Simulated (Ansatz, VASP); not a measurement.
**One calculation of K2PdC2, two programs**

```
CELL_PARAMETERS angstrom
5.11818 0.00000 0.00000
-2.55909 4.43248 0.00000
0.00000 0.00000 5.25814
ATOMIC_POSITIONS crystal
K 0.62308 0.30143 0.72020
K 0.33333 0.66667 0.27980
Pd 0.00000 0.00000 0.00000
C 0.00000 0.00000 0.62020
C 0.00000 0.00000 0.37980
```

Alike in both runs: task single point; functional LDA; k mesh 6 × 6 × 6; occupations gaussian, width 0.05 eV; no spin polarisation.

```csv
,VASP,Ansatz
version,VASP 6.6.1,Ansatz 0.2.0
potentials or method,"VASP PAW LDA potentials, release 64 (K_sv, Pd, C), cutoff 520 eV","scalar-relativistic, plane waves, PAW"
valence electrons in the cell,36,44
```

|  | VASP | Ansatz | Ansatz less VASP |
| --- | --- | --- | --- |
| gap on the k mesh at the Fermi level (eV) | 1.31 | 1.31 | -0.002 |
| least direct gap on the mesh (eV) | 1.37 | 1.37 | -0.003 |
| pressure (GPa) | -2.3 | -2.4 | -0.14 |
| traceless stress, the component that is largest in VASP (GPa) | -1.29 | -1.41 | -0.121 |
| rms of the force components (eV/Å) | 0.187 | 0.171 | -0.0157 |

LDA's correlation is that of Perdew and Zunger in VASP and of Perdew and Wang (1992) in Ansatz. Atom by atom the forces differ by 0.020 eV/Å (rms over components). VASP's potentials hold 36 valence electrons a cell and Ansatz's 44, so a difference there can come from the potentials and not from the codes.
